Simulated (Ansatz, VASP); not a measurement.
**Al3H2 in VASP and in Ansatz**

INCAR

```
  PREC = Accurate
  ENCUT = 600
  EDIFF = 1E-6
  ISMEAR = 0
  SIGMA = 0.1
  LREAL = F
  LASPH = T
  NELM = 100
  ALGO = Fast
  ISIF = 3
  LWAVE = F
  LCHARG = F
  GGA = PE
  IBRION = 2
  NSW = 100
  EDIFFG = -0.01
```

File KPOINTS:

```
Automatic mesh
0
Gamma
  12 12 10
```

The input POSCAR:

```
Al3H2
1.0
    4.7904220618      0.0000000000      0.0000000000
   -2.3952110309      4.1486272003      0.0000000000
    0.0000000000      0.0000000000      3.7730791897
Al H
3 2
Direct
    0.6709382254      0.6709382254      0.0000000000
    0.3290617746      0.0000000000      0.0000000000
    0.0000000000      0.3290617746      0.0000000000
    0.0000000000      0.0000000000      0.2720368730
    0.0000000000      0.0000000000      0.7279631270
```

Input for Ansatz:

```yaml
crystal:
  lattice:
    - [4.7904220618, 0.0, 0.0]
    - [-2.3952110309, 4.1486272003, 0.0]
    - [0.0, 0.0, 3.7730791897]
  atoms:
    - { symbol: Al, position: [0.6709382254, 0.6709382254, 0.0] }
    - { symbol: Al, position: [0.3290617746, 0.0, 0.0] }
    - { symbol: Al, position: [0.0, 0.3290617746, 0.0] }
    - { symbol: H, position: [0.0, 0.0, 0.272036873] }
    - { symbol: H, position: [0.0, 0.0, 0.727963127] }
basis:
  ecutwfc: 420
kpoints:
  mp_grid: { grid: [12, 12, 10] }
hamiltonian:
  xc: pbe
scf:
  occupations: { method: gaussian, width: 0.1 }
output:
  forces: true
  stress: true
  eigenvalues: true
relax:
  adjacent_minimum: "off"
  f_tol: 0.01
  max_steps: 80
  cell: { stress_tol: 0.05 }
```

Alike in both runs: task relaxation of cell and atoms; functional PBE; k mesh 12 × 12 × 10; occupations gaussian, width 0.1 eV; no spin polarisation.

|  | VASP | Ansatz |
| --- | --- | --- |
| version | VASP 6.6.1 | Ansatz 0.2.0 |
| potentials or method | VASP PAW PBE potentials, release 64 (Al, H), cutoff 600 eV | scalar-relativistic, plane waves, PAW |
| valence electrons in the cell | 11 | 11 |

Ansatz gave:

```
gap on the k mesh at the Fermi level, each at its own relaxed structure (eV) : none
relaxed volume (Å³/atom)                                                     : 14.70
relaxed length of the cell vector where the two differ most in proportion (Å)              : 3.771
```

Q: Estimate VASP's values.

A: gap on the k mesh at the Fermi level, each at its own relaxed structure (eV): none; relaxed volume (Å³/atom): 14.71; relaxed length of the cell vector where the two differ most in proportion (Å): 3.774.

A gap of «none» marks a metal or a gap that the smearing closes.
